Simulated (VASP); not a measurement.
# SnSe2 (P-3m1) in VASP: a series of runs

Runs on SnSe2. Level: PBEsol. Tasks: single point.

Program: VASP 6.6.1. These are calculated values, not measurements. Logs are shortened: lines on timing, memory, paths and dates and some standing lists are left out, and cuts for length are marked.

### Step 1. The cell of the first run

Symmetry: P-3m1, No. 164, trigonal system. The conventional cell has a = 3.838 Å, b = 3.838 Å, c = 6.121 Å, α = 90.00°, β = 90.00°, γ = 120.00°. Within 3.6 Å of Sn (site symmetry -3m) lie 6 Se at 2.72 Å. Within 3.9 Å of Se (site symmetry 3m) lie 3 Sn at 2.72 Å and 12 Se at 3.70 to 3.86 Å.

### Step 2. Single point, PBEsol (in-plane strain +0.005)

INCAR reads:

```
PREC = Accurate
ENCUT = 500
EDIFF = 1E-6
ISMEAR = 0
SIGMA = 0.01
LREAL = F
LASPH = T
NELM = 120
ALGO = Normal
ISIF = 2
LWAVE = F
LCHARG = T
GGA = PS
LELF = T
LVHAR = T
NBANDS = 20
GGA_COMPAT = F
```

KPOINTS reads:

```
regular mesh
0
Gamma
  8 8 4
```

POSCAR reads:

```
SnSe2
1.0
    3.8380366605      0.0000000000      0.0000000000
   -1.9190183302      3.3238372486      0.0000000000
    0.0000000000      0.0000000000      6.1210469556
Sn Se
1 2
Direct
    0.0000000000      0.0000000000      0.0000000000
    0.3333333333      0.6666666667      0.2584674350
    0.6666666667      0.3333333333      0.7415325650
```

Potentials or basis: VASP PAW PBE potentials, release 64 (Sn_d, Se).

Launch:

```bash
cat potpaw_PBE.64/Sn_d/POTCAR potpaw_PBE.64/Se/POTCAR > POTCAR
mpirun -np 1 vasp_std > vasp.out
```

OUTCAR:

```text
PREC = Accurate
   ENCUT = 500
   EDIFF = 1E-6
   ISMEAR = 0
   LREAL = F
   LASPH = T
   NELM = 120
   ISIF = 2
   GGA = PS

 ion  position               nearest neighbor table
   1  0.000  0.000  0.000-   2 2.72   3 2.72   2 2.72   3 2.72   3 2.72   2 2.72
   2  0.333  0.667  0.258-   1 2.72   1 2.72   1 2.72
   3  0.667  0.333  0.742-   1 2.72   1 2.72   1 2.72

  LATTYP: Found a hexagonal cell.
 ALAT       =     3.8380366605
 C/A-ratio  =     1.5948380636

  Lattice vectors:

 A1 = (   3.8380366605,   0.0000000000,   0.0000000000)
 A2 = (  -1.9190183302,   3.3238372486,   0.0000000000)
 A3 = (   0.0000000000,   0.0000000000,   6.1210469556)

Analysis of symmetry for initial positions (statically):
=====================================================================
 Subroutine PRICEL returns:
 Original cell was already a primitive cell.

 Routine SETGRP: Setting up the symmetry group for a
 hexagonal supercell.

 Subroutine GETGRP returns: Found 12 space group operations
 (whereof 12 operations were pure point group operations)
 out of a pool of 24 trial point group operations.

The static configuration has the point symmetry D_3d.

Analysis of symmetry for dynamics (positions and initial velocities):
=====================================================================
 Subroutine PRICEL returns:
 Original cell was already a primitive cell.

 Routine SETGRP: Setting up the symmetry group for a
 hexagonal supercell.

 Subroutine GETGRP returns: Found 12 space group operations
 (whereof 12 operations were pure point group operations)
 out of a pool of 24 trial point group operations.

The dynamic configuration has the point symmetry D_3d.

 Subroutine INISYM returns: Found 12 space group operations
 (whereof 12 operations are pure point group operations),
 and found     1 'primitive' translations

----------------------------------------------------------------------------------------

                                     Primitive cell

  volume of cell :      78.0863

  direct lattice vectors                    reciprocal lattice vectors
     3.838036660  0.000000000  0.000000000     0.260549882  0.150428545  0.000000000
[... 80 lines left out ...]
   ISTART =      0    job   : 0-new  1-cont  2-samecut
   ICHARG =      2    charge: 1-file 2-atom 10-const
   ISPIN  =      1    spin polarized calculation?
   LNONCOLLINEAR =      F non collinear calculations
   LSORBIT =      F    spin-orbit coupling
   LASPH  =      T    aspherical Exc in radial PAW
   ENCUT  =  500.0 eV  36.75 Ry    6.06 a.u.   7.00  7.00 11.16*2*pi/ulx,y,z
   NELM   =    120;   NELMIN=  2; NELMDL= -5     # of ELM steps
   EDIFF  = 0.1E-05   stopping-criterion for ELM
   LREAL  =      F    real-space projection
   EDIFFG = 0.1E-04   stopping-criterion for IOM
   NSW    =      0    number of steps for IOM
   IBRION =     -1    ionic relax: 0-MD 1-quasi-New 2-CG
   NFREE  =      0    steps in history (QN), initial steepest desc. (CG)
   ISIF   =      2    stress and relaxation
   ISYM   =      2    0-nonsym 1-usesym 2-fastsym
   POTIM  = 0.5000    time-step for ionic-motion
   TEBEG  =    0.0;   TEEND  =   0.0 temperature during run
   PSTRESS=    0.0 pullay stress
   NELECT =      26.0000    total number of electrons
   NUPDOWN=      -1.0000    fix difference up-down
   EMIN   =  10.00;   EMAX   =-10.00  energy-range for DOS
   EFERMI =   0.00;   METHOD = LEGACY
   ISMEAR =     0;   SIGMA  =   0.01  broadening in eV -4-tet -1-fermi 0-gaus
   EFERMI_NEDOS =   21; number of points for ismear=-14 and -15
   IALGO  =     38    algorithm
   IMIX   =      4    mixing-type and parameters
     AMIX     =   0.40;   BMIX     =  1.00
     AMIX_MAG =   1.60;   BMIX_MAG =  1.00
  volume/ion in A,a.u.               =      26.03       175.65
  Fermi-wavevector in a.u.,A,eV,Ry     =   1.134683  2.144239 17.517566  1.287505
  Thomas-Fermi vector in A             =   2.271387
   LORBIT       =      0    0 simple, 1 ext, 2 COOP (PROOUT), +10 PAW based schemes
   GGA     = PS    functional components
   LHFCALC =     F    Hartree Fock is set to
   AEXX    =    0.0000 exact exchange contribution
   IVDW    =     0    specifies the selected vdW correction
   LEPSILON=     F    determine dielectric tensor
   LRPA    =     F    only Hartree local field effects (RPA)
 non-spin polarized calculation
 Gauss-broadening in eV      SIGMA  =   0.01
  energy-cutoff  :      500.00
  volume of cell :       78.09
 maximum number of plane-waves:      1999
   NGX = 13   NGY = 13   NGZ = 23

 number of electron      26.0000012 magnetization

 Free energy of the ion-electron system (eV)
  ---------------------------------------------------
  ext. energy  EPLUGINS =         0.00000000
  ---------------------------------------------------
  free energy    TOTEN  =       -12.98071223 eV

  energy without entropy =      -12.98071223  energy(sigma->0) =      -12.98071223

 E-fermi :   4.0906     XC(G=0):  -9.6346

 val. band max:        3.9882870846   @ k =   0.1250   0.0000   0.0000
 cond. band min:       4.6121365913   @ k =   0.5000   0.0000   0.2500
 fundamental gap:      0.6238495067
 Fermi energy:         4.0905872260

 k-point     1 :       0.0000    0.0000    0.0000
  band No.  band energies     occupation
      1     -17.1797      2.00000
      2     -17.1797      2.00000
      3     -17.1452      2.00000
      4     -17.1328      2.00000
      5     -17.1328      2.00000
      6      -9.8363      2.00000
[... 541 lines left out ...]
     19      11.3859      0.00000
     20      13.5925      0.00000

 [... further k-points ...]

------------------------ aborting loop because EDIFF is reached ----------------------------------------

  FORCE on cell =-STRESS in cart. coord.  units (eV):
  Direction    XX          YY          ZZ          XY          YZ          ZX
  --------------------------------------------------------------------------------------
  -------------------------------------------------------------------------------------
  Total       -0.2631375     -0.2631375     -0.0182801     -0.0000000     -0.0000000     -0.0000000
  in kB       -5.3990673     -5.3990673     -0.3750715     -0.0000000     -0.0000000     -0.0000000
  external PRESSURE =      -3.7244020 kB  Pullay stress =       0.0000000 kB

 VOLUME and BASIS-vectors are now :
 -----------------------------------------------------------------------------
  energy-cutoff  :      500.00
  volume of cell :       78.09
      direct lattice vectors                 reciprocal lattice vectors
     3.838036660  0.000000000  0.000000000     0.260549882  0.150428545  0.000000000
    -1.919018330  3.323837249  0.000000000     0.000000000  0.300857089  0.000000000
     0.000000000  0.000000000  6.121046956     0.000000000  0.000000000  0.163370745

 POSITION                                       TOTAL-FORCE (eV/Angst)
 -----------------------------------------------------------------------------------
      0.00000      0.00000      0.00000        -0.000000      0.000000      0.000000
     -0.00000      2.21589      1.58209        -0.000000      0.000000     -0.000067
      1.91902      1.10795      4.53896         0.000000     -0.000000      0.000067
 -----------------------------------------------------------------------------------
    total drift:                               -0.000000      0.000000      0.000000

  FREE ENERGIE OF THE ION-ELECTRON SYSTEM (eV)
  ---------------------------------------------------
  free  energy   TOTEN  =       -12.9807122329 eV

  energy  without entropy=      -12.9807122329  energy(sigma->0) =      -12.98071223
```

It took 53 s on 1 thread of Intel Xeon 8259CL, shared host; peak memory 0.21 GiB.

What came out:

| Item | Value |
| --- | --- |
| Free energy | -12.9807 eV |
| Pressure | -0.4 GPa |
| Band gap on the k mesh | 0.62 eV (least direct gap 0.85 eV) |

Caveat: the cell differs from its parent crystal (in-plane strain +0.005); the PAW data sets were made with another functional, which shifts forces and pressure a little; spin-orbit coupling is left out, which moves the levels of the heavy elements; this functional lacks dispersion, which binds the layers, so the pressure and a relaxed spacing across them are unreliable.

### Step 3. Single point, PBEsol (in-plane strain +0.01, then relaxed in part)

INCAR reads:

```
  PREC = Accurate
  ENCUT = 500
  EDIFF = 1E-6
  ISMEAR = 0
  SIGMA = 0.01
  LREAL = F
  LASPH = T
  NELM = 120
  ALGO = Normal
  ISIF = 2
  LWAVE = F
  LCHARG = F
  GGA = PS
  NBANDS = 20
  GGA_COMPAT = F
```

KPOINTS reads:

```
Automatic mesh
0
Gamma
  8 8 4
```

POSCAR reads:

```
SnSe2
1.0
    3.8571313702      0.0000000000      0.0000000000
   -1.9285656851      3.3403737524      0.0000000000
    0.0000000000      0.0000000000      6.0675643125
Sn Se
1 2
Direct
    0.0000000000      0.0000000000      0.0000000000
    0.3333333333      0.6666666667      0.2593694957
    0.6666666667      0.3333333333      0.7406305043
```

Potentials or basis: VASP PAW PBE potentials, release 64 (Sn_d, Se).

Launch:

```bash
cat potpaw_PBE.64/Sn_d/POTCAR potpaw_PBE.64/Se/POTCAR > POTCAR
mpirun -np 1 vasp_std > vasp.out
```

Wall time 62 s (1 thread of Intel Xeon 8259CL, shared host); peak memory 0.21 GiB.

It converged, with:

```
Free energy            : -12.9769 eV
Pressure               : -0.6 GPa
Largest force          : 0.018 eV/Å
Band gap on the k mesh : 0.56 eV (least direct gap 0.71 eV)
```

Forces on the atoms (eV/Å):
```
Sn   0.000  0.000  0.000
Se   0.000  0.000  0.018
Se   0.000  0.000 -0.018
```

Stress tensor (GPa, compression positive):
```
-1.01  0.00  0.00
 0.00 -1.01  0.00
 0.00  0.00  0.11
```

Levels at points of the mesh, in eV from the valence-band top:
| k point | band 11 | band 12 | band 13 | band 14 | band 15 | band 16 |
| --- | --- | --- | --- | --- | --- | --- |
| (0.00, 0.00, 0.00) | -0.50 | -0.50 | -0.05 | 0.65 | 2.77 | 4.43 |
| (0.50, 0.00, 0.00) | -2.65 | -1.49 | -0.35 | 1.04 | 3.48 | 5.01 |
| (0.00, 0.00, 0.50) | -0.86 | -0.29 | -0.29 | 2.26 | 2.65 | 4.09 |
| (0.50, 0.00, 0.50) | -2.01 | -1.00 | -0.88 | 0.63 | 3.94 | 4.54 |

Caveat: the cell differs from its parent crystal (in-plane strain +0.01, then relaxed in part); the PAW data sets were made with another functional, which shifts forces and pressure a little; spin-orbit coupling is left out, which moves the levels of the heavy elements; this functional lacks dispersion, which binds the layers, so the pressure and a relaxed spacing across them are unreliable.

### Step 4. Single point, PBEsol (in-plane strain +0.01)

INCAR reads:

```
SYSTEM = SnSe2
  PREC = Accurate
  ENCUT = 500
  EDIFF = 1E-6
  ISMEAR = 0
  SIGMA = 0.01
  LREAL = .FALSE.
  LASPH = .TRUE.
  NELM = 120
  ALGO = Normal
  ISIF = 2
  LWAVE = .FALSE.
  LCHARG = .TRUE.
  GGA = PS
  LELF = .TRUE.
  LVHAR = .TRUE.
  NBANDS = 20
  GGA_COMPAT = .FALSE.
```

KPOINTS reads:

```
Automatic mesh
0
G
  8 8 4
  0 0 0
```

POSCAR reads:

```
SnSe2
1.0
    3.8571313702      0.0000000000      0.0000000000
   -1.9285656851      3.3403737524      0.0000000000
    0.0000000000      0.0000000000      6.1026285595
Sn Se
1 2
Direct
    0.0000000000      0.0000000000      0.0000000000
    0.3333333333      0.6666666667      0.2584674350
    0.6666666667      0.3333333333      0.7415325650
```

Launch:

```bash
cat potpaw_PBE.64/Sn_d/POTCAR potpaw_PBE.64/Se/POTCAR > POTCAR
mpirun -np 1 vasp_std > vasp.out
```

Run time: 52 s. Hardware: 1 thread of Intel Xeon 8259CL, shared host; peak memory 0.21 GiB.

The run converged. Its results:

* Free energy: -12.9768 eV
* Pressure: -0.8 GPa
* Largest force: 0.011 eV/Å
* Band gap on the k mesh: 0.58 eV (least direct gap 0.74 eV)

Forces on the atoms (eV/Å):
```
Sn   0.000  0.000  0.000
Se   0.000  0.000 -0.011
Se   0.000  0.000  0.011
```

Stress tensor (GPa, compression positive):
```
-1.14  0.00  0.00
 0.00 -1.14  0.00
 0.00  0.00 -0.18
```

Levels at points of the mesh, in eV from the valence-band top:
| k point | band 11 | band 12 | band 13 | band 14 | band 15 | band 16 |
| --- | --- | --- | --- | --- | --- | --- |
| (0.00, 0.00, 0.00) | -0.45 | -0.45 | -0.06 | 0.69 | 2.81 | 4.46 |
| (0.50, 0.00, 0.00) | -2.59 | -1.44 | -0.33 | 1.06 | 3.51 | 5.05 |
| (0.00, 0.00, 0.50) | -0.81 | -0.25 | -0.25 | 2.27 | 2.69 | 4.13 |
| (0.50, 0.00, 0.50) | -1.99 | -0.96 | -0.83 | 0.64 | 3.96 | 4.56 |

Caveat: the cell differs from its parent crystal (in-plane strain +0.01); the PAW data sets were made with another functional, which shifts forces and pressure a little; spin-orbit coupling is left out, which moves the levels of the heavy elements; this functional lacks dispersion, which binds the layers, so the pressure and a relaxed spacing across them are unreliable. A k mesh can miss the band edges.

### Step 5. Single point, PBEsol (in-plane strain +0.02, then relaxed in part)

INCAR reads:

```
PREC = Accurate ; ENCUT = 500
EDIFF = 1E-6 ; ISMEAR = 0
SIGMA = 0.01 ; LREAL = False
LASPH = True ; NELM = 120
ALGO = Normal ; ISIF = 2
LWAVE = False ; LCHARG = False
GGA = PS ; NBANDS = 20
GGA_COMPAT = False
```

KPOINTS reads:

```
regular mesh
0
Gamma
  8 8 4
```

POSCAR reads:

```
SnSe2
1.0
    3.8953207897      0.0000000000      0.0000000000
   -1.9476603949      3.3734467598      0.0000000000
    0.0000000000      0.0000000000      5.9709477249
Sn Se
1 2
Direct
    0.0000000000      0.0000000000      0.0000000000
    0.3333333333      0.6666666667      0.2614869998
    0.6666666667      0.3333333333      0.7385130002
```

Launch:

```bash
cat potpaw_PBE.64/Sn_d/POTCAR potpaw_PBE.64/Se/POTCAR > POTCAR
mpirun -np 1 vasp_std > vasp.out
```

Run time: 50 s. Hardware: 1 thread of Intel Xeon 8259CL, shared host; peak memory 0.21 GiB.

It converged, with:

```yaml
Free_energy: -12.9621 eV
Pressure: -1.3 GPa
Largest_force: 0.017 eV/Å
Band_gap_on_the_k_mesh: 0.40 eV (least direct gap 0.43 eV)
```

Forces on the atoms (eV/Å):
```
Sn   0.000  0.000  0.000
Se   0.000  0.000  0.017
Se   0.000  0.000 -0.017
```

Stress tensor (GPa, compression positive):
```
-1.98  0.00  0.00
 0.00 -1.98  0.00
 0.00  0.00  0.10
```

Levels at points of the mesh, in eV from the valence-band top:
```
           k point  band 10  band 11  band 12  band 13  band 14  band 15  band 16  band 17
(0.00, 0.00, 0.00)    -0.90    -0.71    -0.71    -0.04     0.40     2.55     4.24     4.24
(0.50, 0.00, 0.00)    -3.16    -2.82    -1.61    -0.46     0.93     3.32     4.82     4.94
(0.00, 0.00, 0.50)    -1.05    -1.05    -0.46    -0.46     2.04     2.42     3.85     3.85
(0.50, 0.00, 0.50)    -2.55    -2.02    -1.14    -1.06     0.59     3.86     4.47     5.72
```

Caveat: the cell differs from its parent crystal (in-plane strain +0.02, then relaxed in part); the PAW data sets were made with another functional, which shifts forces and pressure a little; spin-orbit coupling is left out, which moves the levels of the heavy elements. A k mesh can miss the band edges.

### Step 6. The runs side by side

```csv
cell,gap on the mesh (eV),pressure (GPa),largest force (eV/Å)
"a = 3.838, b = 3.838, c = 6.121 Å, angles 90.0, 90.0, 120.0°, 3 atoms, atomic positions A",0.62,-0.4,-
"a = 3.857, b = 3.857, c = 6.068 Å, angles 90.0, 90.0, 120.0°, 3 atoms, atomic positions A",0.56,-0.6,0.02
"a = 3.857, b = 3.857, c = 6.103 Å, angles 90.0, 90.0, 120.0°, 3 atoms, atomic positions A",0.58,-0.8,0.01
"a = 3.895, b = 3.895, c = 5.971 Å, angles 90.0, 90.0, 120.0°, 3 atoms, atomic positions B",0.40,-1.3,0.02
```

Alike in all rows: task single point; level PBEsol; potentials or basis VASP PAW PBE potentials, release 64 (Sn_d, Se); no spin polarisation; k mesh 8 × 8 × 4; cutoff (eV) 500; smearing gaussian 0.01 eV.

Caveats: the PAW data sets were made with another functional, which shifts forces and pressure a little; spin-orbit coupling is left out, which moves the levels of the heavy elements; this functional lacks dispersion, which binds the layers, so the pressure and a relaxed spacing across them are unreliable (at least some runs).

Absolute energies hang on the potentials; compare differences alone.
